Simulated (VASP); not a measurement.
Here is a VASP 6.6.1 calculation.

The input INCAR:

```
PREC     = Accurate       # precision mode
ENCUT    = 600            # plane-wave cutoff, eV
EDIFF    = 1E-6           # SCF threshold, eV
ISMEAR   = 0              # smearing method
SIGMA    = 0.01           # smearing width, eV
LREAL    = F              # projectors in reciprocal space
LASPH    = T              # aspherical terms in the spheres
NELM     = 120            # most SCF steps
ALGO     = Normal         # electronic algorithm
ISIF     = 2              # what is computed and relaxed
LWAVE    = F              # write WAVECAR
LCHARG   = F              # write CHGCAR
GGA      = PS             # functional
NBANDS   = 11             # bands
GGA_COMPAT= F
```

File KPOINTS:

```
Automatic mesh
0
Gamma
  8 8 8
```

POSCAR

```
MgO
1.0
    0.0000000000      2.1632905701      2.1632905701
    2.1632905701      0.0000000000      2.1632905701
    2.1632905701      2.1632905701      0.0000000000
Mg O
1 1
Direct
    0.0000000000      0.0000000000      0.0000000000
    0.5000000000      0.5000000000      0.5000000000
```

Potentials or basis: VASP PAW PBE potentials, release 64 (Mg, O).

Launch:

```sh
$ cat potpaw_PBE.64/Mg/POTCAR potpaw_PBE.64/O/POTCAR > POTCAR
$ mpirun -np 1 vasp_std > vasp.out
```

(1) What does it give for the band gap on the k mesh?

(2) What does it give for the pressure?

Answers

(1) 3.90 eV, direct.

(2) -11.3 GPa.

Caveat: the PAW data sets were made with another functional, which shifts forces and pressure a little.
